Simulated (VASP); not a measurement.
**Ta: single point with PBE**

Crystal: Ta.

```
Ta
1.0
     2.90037    0.00000    0.00000
    -1.45019    2.51180    0.00000
     0.00000    0.00000    5.16627
Ta
2
Cartesian
  1.4502 0.8373 3.8747
  0.0000 1.6745 1.5166
```

This cell differs from its parent crystal: one atom moved.

```json
{"Program": "VASP 6.6.1", "Task": "single point", "Functional": "PBE", "Potentials or basis": "VASP PAW PBE potentials, release 64 (Ta_pv)", "Cutoff": "520 eV", "k mesh": "15 × 15 × 8", "Occupations": "gaussian, width 0.1 eV", "Spin": "no spin polarisation", "Dipole correction": "no", "Further INCAR settings": "ALGO = Normal; EDIFF = 1e-07; NBANDS = 18"}
```

| Property | Result |
| --- | --- |
| Pressure | 3.1 GPa |
| Largest force | 2.452 eV/Å |
| Band gap on the k mesh | zero (bands 11 and 12 overlap by 2.02 eV) |

Forces in eV/Å, atoms in the order of the input:
```
Ta   0.000  0.000  2.452
Ta   0.000  0.000 -2.452
```

Stress tensor (GPa, compression positive):
```
2.74 0.00 0.00
0.00 2.74 0.00
0.00 0.00 3.91
```

Levels at points of the mesh, in eV from the Fermi level:
```csv
k point,band 9,band 10,band 11,band 12,band 13,band 14
"(0.00, 0.00, 0.00)",-0.81,0.35,0.47,0.47,1.01,1.01
"(0.00, 0.00, 0.50)",-1.86,-0.37,0.45,0.45,0.62,0.62
```

Wall time 2.4 min on 1 thread of Intel Xeon 8259CL, with other jobs on the host, peak memory 0.24 GiB.

Caveat: the cell differs from its parent crystal (one atom moved); the cell stands under pressure; spin-orbit coupling is left out, which moves the levels of the heavy elements; forces of over 1 eV/Å act on the atoms, so gaps and moduli don't describe the material at rest.
